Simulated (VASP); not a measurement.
# AlNi2 (P-3m1) in VASP: notebook

Runs on AlNi2. Level: r2SCAN. Tasks: single point.

Everything below comes from runs of VASP 6.6.1. Logs are shortened: lines on timing, memory, paths and dates and some standing lists are left out, and cuts for length are marked.

**1. The cell of the first run**

It takes space group P-3m1 (No. 164, trigonal). Conventional cell: a = 3.974 Å, b = 3.974 Å, c = 4.904 Å, α = 90.00°, β = 90.00°, γ = 120.00°. Al (site symmetry 3m) has 11 Ni at 2.37 to 2.75 Å and 3 Al at 2.96 Å within 3.1 Å. Ni (site symmetry 3m) has 5 Al at 2.37 to 2.48 Å and 9 Ni at 2.47 to 2.93 Å within 3.1 Å. Ni (site symmetry -3m) has 8 Ni at 2.45 to 2.47 Å and 6 Al at 2.75 Å within 3.2 Å. Ni (site symmetry -3m) has 8 Ni at 2.45 to 2.77 Å and 6 Al at 2.48 Å within 3.2 Å.

**2. Single point, r2SCAN**

Contents of POSCAR:

```
AlNi2
1.0
    3.9740030242      0.0000000000      0.0000000000
   -1.9870015121      3.4415875737      0.0000000000
    0.0000000000      0.0000000000      4.9042588200
Al Ni
2 4
Direct
    0.3333333333      0.6666666667      0.1898740600
    0.6666666667      0.3333333333      0.8101259400
    0.3333333333      0.6666666667      0.6851100400
    0.6666666667      0.3333333333      0.3148899600
    0.0000000000      0.0000000000      0.5000000000
    0.0000000000      0.0000000000      0.0000000000
```

Contents of INCAR.step1:

```
SYSTEM = AlNi2
PREC = Accurate
ENCUT = 520
ISMEAR = 0
SIGMA = 0.1
LREAL = .False.
LASPH = .True.
NELM = 60
NBANDS = 32
GGA = PE
ALGO = Normal
EDIFF = 1E-4
LWAVE = .True.
LCHARG = .False.
```

Contents of INCAR.step2:

```
SYSTEM = AlNi2
PREC = Accurate
ENCUT = 520
EDIFF = 1E-6
ISMEAR = 0
SIGMA = 0.1
LREAL = .False.
LASPH = .True.
NELM = 60
ALGO = Normal
ISIF = 2
LWAVE = .False.
LCHARG = .True.
METAGGA = R2SCAN
LMIXTAU = .True.
LELF = .True.
LVHAR = .True.
NBANDS = 32
ISTART = 1
```

Contents of KPOINTS:

```
Automatic mesh
0
Gamma
  6 6 6
  0 0 0
```

Potentials or basis: VASP PAW PBE potentials, release 64 (Al, Ni).

Started as:

```console
$ cat potpaw_PBE.64/Al/POTCAR potpaw_PBE.64/Ni/POTCAR > POTCAR
$ cp INCAR.step1 INCAR
$ mpirun -np 1 vasp_std > vasp.out
$ cp INCAR.step2 INCAR
$ mpirun -np 1 vasp_std > vasp.out
```

OUTCAR:

```text
SYSTEM = AlNi2
   PREC = Accurate
   ENCUT = 520
   EDIFF = 1E-6
   ISMEAR = 0
   LREAL = .False.
   LASPH = .True.
   NELM = 60
   ISIF = 2
   METAGGA = R2SCAN
   ISTART = 1

 ion  position               nearest neighbor table
   1  0.333  0.667  0.190-   4 2.37   4 2.37   4 2.37   3 2.43   3 2.48   6 2.48   6 2.48   6 2.48
                             5 2.75   5 2.75   5 2.75   2 2.96   2 2.96   2 2.96
   2  0.667  0.333  0.810-   3 2.37   3 2.37   3 2.37   4 2.43   4 2.48   6 2.48   6 2.48   6 2.48
                             5 2.75   5 2.75   5 2.75   1 2.96   1 2.96   1 2.96
   3  0.333  0.667  0.685-   2 2.37   2 2.37   2 2.37   1 2.43   5 2.47   5 2.47   5 2.47   1 2.48
                             6 2.77   6 2.77   6 2.77   4 2.93   4 2.93   4 2.93
   4  0.667  0.333  0.315-   1 2.37   1 2.37   1 2.37   2 2.43   5 2.47   5 2.47   5 2.47   2 2.48
                             6 2.77   6 2.77   6 2.77   3 2.93   3 2.93   3 2.93
   5  0.000  0.000  0.500-   6 2.45   6 2.45   3 2.47   4 2.47   4 2.47   3 2.47   4 2.47   3 2.47
                             1 2.75   2 2.75   1 2.75   2 2.75   2 2.75   1 2.75
   6  0.000  0.000  0.000-   5 2.45   5 2.45   1 2.48   2 2.48   2 2.48   1 2.48   2 2.48   1 2.48
                             3 2.77   4 2.77   4 2.77   3 2.77   3 2.77   4 2.77

  LATTYP: Found a hexagonal cell.
 ALAT       =     3.9740030242
 C/A-ratio  =     1.2340853266

  Lattice vectors:

 A1 = (   3.9740030242,   0.0000000000,   0.0000000000)
 A2 = (  -1.9870015121,   3.4415875737,   0.0000000000)
 A3 = (   0.0000000000,   0.0000000000,   4.9042588200)

Analysis of symmetry for initial positions (statically):
=====================================================================
 Subroutine PRICEL returns:
 Original cell was already a primitive cell.

 Routine SETGRP: Setting up the symmetry group for a
 hexagonal supercell.

 Subroutine GETGRP returns: Found 12 space group operations
 (whereof 12 operations were pure point group operations)
 out of a pool of 24 trial point group operations.

The static configuration has the point symmetry D_3d.

Analysis of symmetry for dynamics (positions and initial velocities):
=====================================================================
 Subroutine PRICEL returns:
 Original cell was already a primitive cell.

 Routine SETGRP: Setting up the symmetry group for a
 hexagonal supercell.

 Subroutine GETGRP returns: Found 12 space group operations
 (whereof 12 operations were pure point group operations)
 out of a pool of 24 trial point group operations.

The dynamic configuration has the point symmetry D_3d.

 Subroutine INISYM returns: Found 12 space group operations
 (whereof 12 operations are pure point group operations),
 and found     1 'primitive' translations

----------------------------------------------------------------------------------------

                                     Primitive cell

  volume of cell :      67.0750

  direct lattice vectors                    reciprocal lattice vectors
     3.974003024  0.000000000  0.000000000     0.251635440  0.145281789  0.000000000
    -1.987001512  3.441587574  0.000000000     0.000000000  0.290563578  0.000000000
     0.000000000  0.000000000  4.904258820     0.000000000  0.000000000  0.203904410

  length of vectors
     3.974003024  3.974003024  4.904258820     0.290563578  0.290563578  0.203904410

  position of ions in fractional coordinates (direct lattice)
     0.333333333  0.666666667  0.189874060
     0.666666667  0.333333333  0.810125940
     0.333333333  0.666666667  0.685110040
     0.666666667  0.333333333  0.314889960
     0.000000000  0.000000000  0.500000000
     0.000000000  0.000000000  0.000000000

  ion indices of the primitive-cell ions
   primitive index   ion index
                 1           1
                 2           2
                 3           3
                 4           4
                 5           5
                 6           6

----------------------------------------------------------------------------------------

 KPOINTS: Automatic mesh

Automatic generation of k-mesh.
 Grid dimensions read from file:
 generate k-points for:    6    6    6

 Generating k-lattice:

  Cartesian coordinates                     Fractional coordinates (reciprocal lattice)
     0.041939240  0.024213632  0.000000000     0.166666667  0.000000000  0.000000000
     0.000000000  0.048427263  0.000000000     0.000000000  0.166666667  0.000000000
     0.000000000  0.000000000  0.033984068     0.000000000  0.000000000  0.166666667

  Length of vectors
     0.048427263  0.048427263  0.033984068

  Shift w.r.t. Gamma in fractional coordinates (k-lattice)
     0.000000000  0.000000000  0.000000000

 Subroutine IBZKPT returns following result:
 ===========================================

 Found     34 irreducible k-points:

 Following reciprocal coordinates:
            Coordinates               Weight
  0.000000  0.000000  0.000000      1.000000
  0.166667  0.000000  0.000000      6.000000
  0.333333  0.000000  0.000000      6.000000
  0.500000  0.000000  0.000000      3.000000
  0.166667  0.166667  0.000000      6.000000
  0.333333  0.166667  0.000000     12.000000
[... 16 lines left out ...]
  0.500000  0.000000  0.333333      6.000000
  0.166667  0.166667  0.333333     12.000000
 [... further k-points ...]
   k-points           NKPTS =     34   k-points in BZ     NKDIM =     34   number of bands    NBANDS=     32
   number of dos      NEDOS =    301   number of ions     NIONS =      6
   total plane-waves  NPLWV =  32400
   dimension x,y,z NGX =    30 NGY =   30 NGZ =   36
   dimension x,y,z NGXF=    60 NGYF=   60 NGZF=   72
   ions per type =               2   4
   NGX,Y,Z   is equivalent  to a cutoff of  12.55, 12.55, 12.20 a.u.
   NGXF,Y,Z  is equivalent  to a cutoff of  25.10, 25.10, 24.41 a.u.
 SYSTEM =  AlNi2
   PREC   = accura    normal or accurate (medium, high low for compatibility)
   ISTART =      1    job   : 0-new  1-cont  2-samecut
   ICHARG =      0    charge: 1-file 2-atom 10-const
   ISPIN  =      1    spin polarized calculation?
   LNONCOLLINEAR =      F non collinear calculations
   LSORBIT =      F    spin-orbit coupling
   LASPH  =      T    aspherical Exc in radial PAW
   ENCUT  =  520.0 eV  38.22 Ry    6.18 a.u.   7.39  7.39  9.12*2*pi/ulx,y,z
   NELM   =     60;   NELMIN=  2; NELMDL=  0     # of ELM steps
   EDIFF  = 0.1E-05   stopping-criterion for ELM
   LREAL  =      F    real-space projection
[... 7 lines left out ...]
   TEBEG  =    0.0;   TEEND  =   0.0 temperature during run
   PSTRESS=    0.0 pullay stress
   NELECT =      46.0000    total number of electrons
   NUPDOWN=      -1.0000    fix difference up-down
   EMIN   =  10.00;   EMAX   =-10.00  energy-range for DOS
   EFERMI =   0.00;   METHOD = LEGACY
   ISMEAR =     0;   SIGMA  =   0.10  broadening in eV -4-tet -1-fermi 0-gaus
   EFERMI_NEDOS =   21; number of points for ismear=-14 and -15
   IALGO  =     38    algorithm
   IMIX   =      4    mixing-type and parameters
     AMIX     =   0.40;   BMIX     =  1.00
     AMIX_MAG =   1.60;   BMIX_MAG =  1.00
  volume/ion in A,a.u.               =      11.18        75.44
  Fermi-wavevector in a.u.,A,eV,Ry     =   1.443690  2.728179 28.357821  2.084241
  Thomas-Fermi vector in A             =   2.562069
   LORBIT       =      0    0 simple, 1 ext, 2 COOP (PROOUT), +10 PAW based schemes
   METAGGA = R2SCAN    functional components
   LHFCALC =     F    Hartree Fock is set to
   AEXX    =    0.0000 exact exchange contribution
   IVDW    =     0    specifies the selected vdW correction
   LEPSILON=     F    determine dielectric tensor
   LRPA    =     F    only Hartree local field effects (RPA)
 non-spin polarized calculation
 Gauss-broadening in eV      SIGMA  =   0.10
  energy-cutoff  :      520.00
  volume of cell :       67.07
 maximum number of plane-waves:      1825
 NGX is ok and might be reduce to    30
   NGX = 15   NGY = 15   NGZ = 19

 number of electron      46.0000031 magnetization

 Free energy of the ion-electron system (eV)
  ---------------------------------------------------
  ext. energy  EPLUGINS =         0.00000000
  ---------------------------------------------------
  free energy    TOTEN  =       -64.25485109 eV

  energy without entropy =      -64.23865339  energy(sigma->0) =      -64.24675224

 E-fermi :   9.9412     XC(G=0): -13.6511

 val. band max:        9.9328496696   @ k =  -0.1667   0.5000   0.3333
 cond. band min:       9.9646105988   @ k =   0.3333   0.0000   0.3333
 fundamental gap:      0.0317609292
 Fermi energy:         9.9411634389

 k-point     1 :       0.0000    0.0000    0.0000
  band No.  band energies     occupation
      1      -1.2030      2.00000
      2       4.4330      2.00000
      3       4.5601      2.00000
      4       5.9117      2.00000
      5       5.9117      2.00000
      6       6.4514      2.00000
[... 24 lines left out ...]
     31      17.1871      0.00000
     32      17.3466      0.00000

 k-point     2 :       0.1667    0.0000    0.0000
  band No.  band energies     occupation
      1      -0.8252      2.00000
      2       4.4295      2.00000
      3       4.8082      2.00000
      4       5.8389      2.00000
      5       6.0617      2.00000
      6       6.2062      2.00000
[... 24 lines left out ...]
     31      17.2564      0.00000
     32      17.8677      0.00000

 k-point     3 :       0.3333    0.0000    0.0000
  band No.  band energies     occupation
      1       0.2736      2.00000
      2       3.8553      2.00000
      3       4.9061      2.00000
      4       5.4561      2.00000
      5       5.9901      2.00000
      6       6.4154      2.00000
[... 24 lines left out ...]
     31      17.7349      0.00000
     32      18.5065      0.00000

 k-point     4 :       0.5000    0.0000    0.0000
  band No.  band energies     occupation
      1       1.7884      2.00000
      2       2.1862      2.00000
      3       4.7008      2.00000
      4       5.8924      2.00000
      5       6.0264      2.00000
      6       6.5582      2.00000
[... 654 lines left out ...]
     31      19.0634      0.00000
     32      19.8136      0.00000

 k-point    23 :       0.5000    0.0000    0.3333
  band No.  band energies     occupation
      1       2.3620      2.00000
      2       2.7720      2.00000
      3       4.0286      2.00000
      4       4.7087      2.00000
      5       5.9535      2.00000
      6       6.5006      2.00000
[... 24 lines left out ...]
     31      20.4430      0.00000
     32      20.9402      0.00000

 k-point    24 :       0.1667    0.1667    0.3333
  band No.  band energies     occupation
      1       0.5848      2.00000
      2       2.7160      2.00000
      3       4.9416      2.00000
      4       5.5900      2.00000
      5       6.1357      2.00000
      6       6.2881      2.00000
[... 24 lines left out ...]
     31      18.2380      0.00000
     32      18.8229      0.00000

 [... further k-points ...]
[... 5 lines left out ...]
  --------------------------------------------------------------------------------------
  -------------------------------------------------------------------------------------
  Total        0.2631209      0.2631209      0.3729675      0.0000000      0.0000000      0.0000000
  in kB        6.2850038      6.2850038      8.9088392      0.0000000      0.0000000      0.0000000
  external PRESSURE =       7.1596156 kB  Pullay stress =       0.0000000 kB

 VOLUME and BASIS-vectors are now :
 -----------------------------------------------------------------------------
  energy-cutoff  :      520.00
  volume of cell :       67.07
      direct lattice vectors                 reciprocal lattice vectors
     3.974003024  0.000000000  0.000000000     0.251635440  0.145281789  0.000000000
    -1.987001512  3.441587574  0.000000000     0.000000000  0.290563578  0.000000000
     0.000000000  0.000000000  4.904258820     0.000000000  0.000000000  0.203904410

 POSITION                                       TOTAL-FORCE (eV/Angst)
 -----------------------------------------------------------------------------------
     -0.00000      2.29439      0.93119        -0.000000      0.000000     -0.005367
      1.98700      1.14720      3.97307         0.000000     -0.000000      0.005367
     -0.00000      2.29439      3.35996        -0.000000     -0.000000      0.012299
      1.98700      1.14720      1.54430         0.000000      0.000000     -0.012299
      0.00000      0.00000      2.45213         0.000000      0.000000      0.000000
      0.00000      0.00000      0.00000         0.000000      0.000000      0.000000
 -----------------------------------------------------------------------------------
    total drift:                                0.000000     -0.000000      0.000000

  FREE ENERGIE OF THE ION-ELECTRON SYSTEM (eV)
  ---------------------------------------------------
  free  energy   TOTEN  =       -64.2548510880 eV

  energy  without entropy=      -64.2386533875  energy(sigma->0) =      -64.24675224
```

It took 10 min on 1 thread of Intel Xeon 8259CL, shared host; peak memory 0.21 GiB.

Results:

```yaml
Free_energy: -64.2549 eV
Pressure: 0.7 GPa
Largest_force: 0.012 eV/Å
Band_gap_on_the_k_mesh: zero (bands 23 and 24 overlap by 4.37 eV)
```

Forces in eV/Å, atoms in the order of the input:
```
Al   0.000  0.000 -0.005
Al   0.000  0.000  0.005
Ni   0.000  0.000  0.012
Ni   0.000  0.000 -0.012
Ni   0.000  0.000  0.000
Ni   0.000  0.000  0.000
```

Stress tensor (GPa, compression positive):
```
0.63 0.00 0.00
0.00 0.63 0.00
0.00 0.00 0.89
```

Levels at points of the mesh, in eV from the Fermi level:
```csv
k point,band 20,band 21,band 22,band 23,band 24,band 25,band 26,band 27
"(0.00, 0.00, 0.00)",-0.75,-0.55,-0.55,0.71,3.24,3.24,3.96,3.96
"(0.50, 0.00, 0.00)",-0.82,-0.76,-0.70,-0.57,-0.33,1.04,1.84,3.59
"(0.00, 0.00, 0.50)",-0.78,-0.75,-0.75,4.04,4.15,4.15,4.42,4.42
"(0.50, 0.00, 0.50)",-0.98,-0.83,-0.73,-0.39,-0.26,1.75,1.84,3.57
```

Caveat: the PAW data sets were made with another functional, which shifts forces and pressure a little. Spin polarisation is off, so any magnetic state and its effect on volume and gap are missing.

**3. Single point, r2SCAN**

POSCAR is that of step 2.

Contents of INCAR.step1:

```
PREC = Accurate ; ENCUT = 520
ISMEAR = 0 ; SIGMA = 0.1
LREAL = F ; LASPH = T
NELM = 60 ; ISYM = 0
NBANDS = 32 ; GGA = PE
ALGO = Normal ; EDIFF = 1E-4
LWAVE = T ; LCHARG = F
```

Contents of INCAR.step2:

```
PREC = Accurate ; ENCUT = 520
EDIFF = 1E-6 ; ISMEAR = 0
SIGMA = 0.1 ; LREAL = F
LASPH = T ; NELM = 60
ALGO = Normal ; ISIF = 2
LWAVE = F ; LCHARG = F
METAGGA = R2SCAN ; LMIXTAU = T
ISYM = 0 ; NBANDS = 32
ISTART = 1
```

Contents of KPOINTS:

```
Automatic mesh
0
Gamma
  6 6 4
  0.5 0.5 0.5
```

Potentials or basis: VASP PAW PBE potentials, release 64 (Al, Ni).

Started as:

```console
$ cat potpaw_PBE.64/Al/POTCAR potpaw_PBE.64/Ni/POTCAR > POTCAR
$ cp INCAR.step1 INCAR
$ mpirun -np 1 vasp_std > vasp.out
$ cp INCAR.step2 INCAR
$ mpirun -np 1 vasp_std > vasp.out
```

It took 53 min on 1 thread of Intel Xeon 8259CL, shared host; peak memory 0.45 GiB.

Results (log left out):

```yaml
Free_energy: -64.2741 eV
Pressure: 0.6 GPa
Largest_force: 0.009 eV/Å
Band_gap_on_the_k_mesh: zero (bands 23 and 24 overlap by 3.25 eV)
```

Forces in eV/Å, atoms in the order of the input:
```
Al   0.000  0.000  0.004
Al   0.000  0.000 -0.004
Ni   0.000  0.000 -0.009
Ni   0.000  0.000  0.009
Ni   0.000  0.000  0.000
Ni   0.000  0.000  0.000
```

Stress tensor (GPa, compression positive):
```
0.66 0.00 0.00
0.00 0.66 0.00
0.00 0.00 0.36
```

Levels at points of the mesh, in eV from the Fermi level:
| k point | band 21 | band 22 | band 23 | band 24 | band 25 | band 26 |
| --- | --- | --- | --- | --- | --- | --- |
| (0.08, 0.08, 0.12) | -0.57 | -0.53 | 0.91 | 1.63 | 1.75 | 4.67 |

Caveat: the PAW data sets were made with another functional, which shifts forces and pressure a little.

**4. Single point, r2SCAN**

POSCAR is that of step 3.

Contents of INCAR.step1:

```
ALGO     = Normal         # electronic algorithm
EDIFF    = 1E-4           # SCF threshold, eV
ENCUT    = 520            # plane-wave cutoff, eV
GGA      = PE             # functional
ISMEAR   = 0              # smearing method
LASPH    = T              # aspherical terms in the spheres
LCHARG   = F              # write CHGCAR
LREAL    = F              # projectors in reciprocal space
LWAVE    = T              # write WAVECAR
NBANDS   = 32             # bands
NELM     = 80             # most SCF steps
PREC     = Accurate       # precision mode
SIGMA    = 0.01           # smearing width, eV
```

Contents of INCAR.step2:

```
ALGO     = Normal         # electronic algorithm
EDIFF    = 1E-7           # SCF threshold, eV
ENCUT    = 520            # plane-wave cutoff, eV
ISIF     = 2              # what is computed and relaxed
ISMEAR   = 0              # smearing method
ISTART   = 1            
LASPH    = T              # aspherical terms in the spheres
LCHARG   = F              # write CHGCAR
LMIXTAU  = T            
LREAL    = F              # projectors in reciprocal space
LWAVE    = F              # write WAVECAR
METAGGA  = R2SCAN         # meta-GGA
NBANDS   = 32             # bands
NELM     = 80             # most SCF steps
PREC     = Accurate       # precision mode
SIGMA    = 0.01           # smearing width, eV
```

Contents of KPOINTS:

```
k-points
0
Gamma
  12 12 8
```

Started as:

```console
$ cat potpaw_PBE.64/Al/POTCAR potpaw_PBE.64/Ni/POTCAR > POTCAR
$ cp INCAR.step1 INCAR
$ mpirun -np 1 vasp_std > vasp.out
$ cp INCAR.step2 INCAR
$ mpirun -np 1 vasp_std > vasp.out
```

It took 24 min on 1 thread of Oxide Virtual Turin-like, shared host; peak memory 0.31 GiB.

Results (log left out):

* Free energy: -64.2593 eV
* Pressure: 0.7 GPa
* Largest force: 0.007 eV/Å
* Band gap on the k mesh: zero (bands 23 and 24 overlap by 4.41 eV)

Forces in eV/Å, atoms in the order of the input:
```
Al   0.000  0.000  0.001
Al   0.000  0.000 -0.001
Ni   0.000  0.000  0.007
Ni   0.000  0.000 -0.007
Ni   0.000  0.000  0.000
Ni   0.000  0.000  0.000
```

Levels at points of the mesh, in eV from the Fermi level:
```
           k point  band 19  band 20  band 21  band 22  band 23  band 24  band 25  band 26  band 27  band 28
(0.00, 0.00, 0.00)    -0.73    -0.73    -0.54    -0.54     0.71     3.24     3.24     3.97     3.97     5.36
(0.50, 0.00, 0.00)    -1.07    -0.81    -0.75    -0.68    -0.56    -0.32     1.05     1.85     3.60     4.11
(0.00, 0.00, 0.50)    -0.76    -0.76    -0.74    -0.74     4.05     4.16     4.16     4.43     4.43     5.37
(0.50, 0.00, 0.50)    -1.27    -0.97    -0.81    -0.71    -0.37    -0.25     1.75     1.85     3.57     5.08
```

Caveat: the PAW data sets were made with another functional, which shifts forces and pressure a little. Spin polarisation is off, so any magnetic state and its effect on volume and gap are missing.

[end of part 1 of 2]

The gap in the log of VASP goes by the Fermi energy; the results here count the filled bands.